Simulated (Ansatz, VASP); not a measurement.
Two plane-wave programs on LiF

```
CELL_PARAMETERS angstrom
-3.16058 0.01483 -0.02984
-0.04683 0.00295 -4.90615
0.02569 -5.34732 0.00325
ATOMIC_POSITIONS crystal
Li 0.49808 0.61925 0.16786
Li 0.99795 0.61914 0.66779
Li 0.99973 0.11925 0.33227
Li 0.49962 0.11917 0.83231
F 0.49992 0.00576 0.16871
F 0.99975 0.00585 0.66874
F 0.00252 0.50574 0.33114
F 0.50242 0.50586 0.83119
```

Change from the starting cell: cell sheared at random, sigma 0.01, atoms nudged by 0.01 Å; relaxed back.

Alike in both runs: functional PBE; k mesh 8 × 6 × 4; occupations gaussian, width 0.05 eV; no spin polarisation.

Ansatz relaxed the structure, and its values are those at the end. VASP's run is a single point on that final structure, the one shown.

|  | VASP | Ansatz |
| --- | --- | --- |
| version | VASP 6.6.1 | Ansatz 0.2.0 |
| potentials or method | VASP PAW PBE potentials, release 64 (Li_sv, F), cutoff 520 eV | scalar-relativistic, plane waves, PAW |
| valence electrons in the cell | 40 | 40 |

|  | VASP | Ansatz | Ansatz less VASP |
| --- | --- | --- | --- |
| gap on the k mesh at the Fermi level (eV) | 7.59 | 7.60 | +0.010 |
| least direct gap on the mesh (eV) | 7.59 | 7.60 | +0.010 |

Ansatz's warnings: stress scf threshold loose.

Noted on VASP's run: the cutoff is under 1.25 times that of the potentials, so the pressure is a little rough.
